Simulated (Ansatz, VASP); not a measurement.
## Be in VASP and in Ansatz

```xyz
2
Lattice="2.2841 0.0000 0.0000 -1.1420 1.9781 0.0000 0.0000 0.0000 3.5767" Properties=species:S:1:pos:R:3 pbc="T T T"
Be    0.0000    1.3187    0.8942
Be    1.1420    0.6594    2.6825
```

Change from the starting cell: volume scaled by 0.98.

Alike in both runs: task single point; functional PBE; k mesh 20 × 20 × 11; occupations fermi-dirac, width 0.05 eV; no spin polarisation.

```csv
,VASP,Ansatz
version,VASP 6.6.1,Ansatz 0.2.0
potentials or method,"VASP PAW PBE potentials, release 64 (Be), cutoff 520 eV","all-electron LAPW, scalar-relativistic"
```

```csv
,VASP,Ansatz,Ansatz less VASP
pressure (GPa),-2.3,-2.5,-0.17
"traceless stress, the component that is largest in VASP (GPa)",0.19,0.16,-0.031
```

Ansatz ran all-electron here, and VASP with PAW potentials.
